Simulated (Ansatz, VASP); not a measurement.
Two plane-wave programs on SbMo3

```
CELL_PARAMETERS angstrom
2.84595 0.00000 0.00000
0.00000 4.56790 0.00000
0.00000 0.00000 4.93310
ATOMIC_POSITIONS crystal
Sb 0.00000 0.00000 0.97512
Mo 0.50000 0.00000 0.50000
Mo 0.00000 0.50000 0.64808
Mo 0.50000 0.50000 0.16016
```

Alike in both runs: task single point; functional r2SCAN; k mesh 12 × 8 × 7; no spin polarisation.

|  | VASP | Ansatz |
| --- | --- | --- |
| version | VASP 6.6.1 | Ansatz 0.2.0 |
| potentials or method | VASP PAW PBE potentials, release 64 (Sb, Mo_sv), cutoff 520 eV | PAW plane waves |
| occupations | fermi-dirac, width 0.1 eV | fermi-dirac |
| valence electrons in the cell | 47 | 57 |

Ansatz gave:

* pressure (GPa): 12.5
* traceless stress, the component that is largest in VASP (GPa): 12.98
* rms of the force components (eV/Å): 0.656

Q: Estimate VASP's values.

A: Pressure (GPa): 13.4; traceless stress, the component that is largest in VASP (GPa): 13.10; rms of the force components (eV/Å): 0.658.

VASP's potentials were made for PBE, not for r2SCAN. Atom by atom the forces differ by 0.003 eV/Å (rms over components). VASP's potentials hold 47 valence electrons a cell and Ansatz's 57, so a difference there can come from the potentials and not from the codes.

Spin-orbit coupling is off throughout.
